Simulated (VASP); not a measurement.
Crystal: InAs2.

```
In As
1.0
     4.66666    0.00000    0.00000
    -2.33333    4.04145    0.00000
     0.00000    0.00000    4.61956
In As
1 2
Cartesian
  0.0000 0.0000 2.3098
  0.0000 2.6943 2.3098
  2.3333 1.3471 2.3098
```

| Property | Result |
| --- | --- |
| Program | VASP 6.6.1 |
| Task | relaxation of cell and atoms |
| Functional | PBE |
| Potentials or basis | VASP PAW PBE potentials, release 64 (In_d, As) |
| Cutoff | 600 eV |
| k mesh | 6 × 6 × 4 |
| Occupations | gaussian, width 0.1 eV |
| Spin | no spin polarisation |

At the start: pressure 11.2 GPa; volume 29.04 Å³/atom.

Problem. Where does the relaxation end?

Solution. Over 17 steps the energy falls by 494.8 meV/atom and the volume is 22.52 Å³/atom (-22.4 %); space group P6/mmm (No. 191, to 0.05 Å).

The path:
```csv
step,energy change (eV),largest force (eV/Å),pressure (GPa),volume (Å³)
1,0.0000,0.0000,11.16,87.13
2,-0.3167,0.0000,-4.92,114.48
3,-0.6579,0.0000,-0.35,101.50
4,-0.6581,0.0000,-0.22,101.20
5,-0.6610,0.0000,-0.24,100.58
6,-0.6702,0.0000,-0.29,98.69
7,-0.6887,0.0000,-0.42,94.92
8,-0.7526,0.0000,-0.56,87.33
9,-1.3526,0.0000,-1.11,72.01
10,18.3297,0.0000,219.18,40.82
11,-1.3805,0.0000,-1.14,71.35
12,-0.8733,0.0000,10.73,58.96
13,-1.4772,0.0000,-0.23,68.23
14,-1.4809,0.0000,0.85,66.77
15,-1.4837,0.0000,0.32,67.46
16,-1.3448,0.0000,-1.75,69.08
17,-1.4844,0.0000,0.14,67.57
```

Final structure:
```
In As
1.0
     5.07539    0.00000    0.00000
    -2.53770    4.39542    0.00000
     0.00000    0.00000    3.02883
In As
1 2
Direct
  0.00000 0.00000 0.50000
  0.33333 0.66667 0.50000
  0.66667 0.33333 0.50000
```

Caveat: the volume moved by over 15 % at a fixed basis, so the end points are rough.
